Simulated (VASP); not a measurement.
A run of VASP 6.6.1 is set up as follows.

File INCAR:

```
PREC = Accurate
ENCUT = 600
EDIFF = 1E-7
ISMEAR = -1
SIGMA = 0.05
LREAL = False
LASPH = True
NELM = 100
ALGO = Normal
ISIF = 3
LWAVE = False
LCHARG = False
GGA = CA
IBRION = 2
NSW = 60
EDIFFG = -0.01
```

KPOINTS

```
Automatic mesh
0
Gamma
  10 10 5
```

POSCAR

```
CuO
1.0
    2.3418500000     -1.7113000000      0.0000000000
    2.3418500000      1.7113000000      0.0000000000
   -0.8500274268      0.0000000000      5.0578693947
Cu O
2 2
Direct
    0.5000000000      0.0000000000      0.5000000000
    0.0000000000      0.5000000000      0.0000000000
    0.4184000000      0.5816000000      0.7500000000
    0.5816000000      0.4184000000      0.2500000000
```

Potentials or basis: VASP PAW LDA potentials, release 64 (Cu, O).

Command:

```sh
$ cat potpaw_LDA.64/Cu/POTCAR potpaw_LDA.64/O/POTCAR > POTCAR
$ mpirun -np 1 vasp_std > vasp.out
```

What does it give for the relaxed cell?

a = 2.856 Å, b = 2.856 Å, c = 5.058 Å, α = 90.13°, β = 90.13°, γ = 87.84°.

Predict the band gap on the k mesh.

zero (band 17 reaches 6.17 eV, above the bottom of band 18 at 5.20 eV).

Step by step:
```
step  energy change (eV)  largest force (eV/Å)  pressure (GPa)  volume (Å³)
   1              0.0000                0.4266           -8.95        40.54
   2             -0.0250                0.0205            9.52        37.30
   3             -0.0650                0.2149            0.60        38.67
   4             -0.0714                0.1518            0.51        38.77
   5             -0.0791                0.0207            0.52        39.01
   6             -0.0844                0.0083            0.26        39.17
   7             -0.0987                0.0223           -0.57        39.63
   8             -0.1203                0.0612           -2.13        40.52
   9             -0.1356                0.0554           -5.21        42.13
  10             -0.1343                0.0594           -3.76        41.43
  11             -0.1394                0.0525           -3.28        41.40
  12             -0.1513                0.0325           -1.86        41.30
  13             -0.1593                0.0003            0.93        41.03
  14             -0.1595                0.0035            0.57        41.07
  15             -0.1616                0.0134            0.32        41.12
  16             -0.1658                0.0387           -0.41        41.27
  17             -0.1640                0.0724           -1.98        41.51
  18             -0.1668                0.0508           -0.91        41.35
  19             -0.1682                0.0420           -0.09        41.16
  20             -0.1684                0.0359            0.49        41.02
  21             -0.1690                0.0294            0.22        41.05
  22             -0.1692                0.0240           -0.01        41.08
  23             -0.1696                0.0236            0.00        41.08
  24             -0.1707                0.0211            0.06        41.10
  25             -0.1724                0.0186            0.12        41.13
  26             -0.1736                0.0190            0.15        41.16
  27             -0.1722                0.0403           -1.30        41.45
  28             -0.1737                0.0090           -0.08        41.21
```

Caveat: semilocal functionals often make such compounds metallic where correlation or magnetic order opens a gap, which also shifts bond lengths. With open d or f shells a metallic result of LDA can be an artefact of self-interaction; +U or a hybrid may open a gap.
